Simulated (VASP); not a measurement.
Input of a VASP 6.6.1 run:

File INCAR:

```
  PREC = Accurate
  ENCUT = 520
  EDIFF = 1E-6
  ISMEAR = -1
  SIGMA = 0.02
  LREAL = Auto
  LASPH = T
  NELM = 80
  ALGO = Normal
  ISIF = 2
  LWAVE = F
  LCHARG = T
  GGA = PE
  IVDW = 12
  LELF = T
  LVHAR = T
  NBANDS = 45
```

File KPOINTS:

```
regular mesh
0
Gamma
  1 1 1
```

POSCAR

```
LiH13O7
1.0
    6.2692210000      0.0000000000      0.0000000000
    0.0000000000      6.2692210000      0.0000000000
    0.0000000000      0.0000000000      6.2692210000
O H Li
7 13 1
Direct
    0.6355494566      0.2246850127      0.1766407661
    0.0733424456      1.0657304951      0.7573987263
    0.4973185664      0.2320703003      0.6980771614
    0.2638286320      0.6529838396      0.9226026647
    0.2795403129      0.4239282680      0.3922815929
    0.8885633478      0.4409957792      0.6104745709
    0.3556741739      0.8543007177      0.5530830704
    0.5109885263      0.3040250136      0.2400457728
    0.6184500435      0.2368874857      0.0270528029
    0.0520479339      0.9835671768      0.8929179558
    0.1738493507      0.9569131476      0.6717102492
    0.4816068854      0.0844921562      0.6241285799
    0.6299187730      0.2986654961      0.6356132604
    0.4102104552      0.6621875349      0.9897242417
    0.2956667184      0.7342379540      0.7845631858
    0.3019035379      0.5813162433      0.4255393134
    0.3646386050      0.3672864619      0.5189480479
    0.8427681844      0.5860217721      0.5621432073
    0.9640113182      0.3928239250      0.4827234516
    0.3269146199      0.8977351413      0.4013736316
    0.1224235037      0.3626925897      0.7852171745
```

Potentials or basis: VASP PAW PBE potentials, release 64 (O, H, Li_sv).

Command:

```bash
$ cat potpaw_PBE.64/O/POTCAR potpaw_PBE.64/H/POTCAR potpaw_PBE.64/Li_sv/POTCAR > POTCAR
$ mpirun -np 1 vasp_gam > vasp.out
```

Problem. Predict the largest force.

Solution. 1.926 eV/Å.

Problem. What does it give for the dispersion energy per atom?

Solution. -0.036 eV.

Forces in eV/Å, atoms in the order of the input:
```
O   -0.327  0.451  1.841
O   -0.062 -1.532  1.166
O    0.822 -0.051 -0.950
O    1.704  0.425 -0.399
O    0.494  1.143  0.741
O   -0.943  1.567 -0.605
O   -0.222  0.277 -1.316
H    0.585 -0.443 -0.536
H   -0.335  0.011 -1.501
H    0.008  0.752 -0.980
H   -0.083  1.089 -0.121
H   -0.189  0.470  0.645
H   -0.441 -0.582  0.687
H   -1.569 -0.389 -0.355
H   -0.245 -0.644  0.433
H   -0.244 -0.580 -0.372
H   -0.323 -0.506 -0.423
H    0.233 -0.800  0.640
H    0.344 -0.382 -0.397
H    0.236 -0.306  1.361
Li   0.559  0.031  0.442
```

Caveat: the k points lie up to 1.00 Å⁻¹ apart.
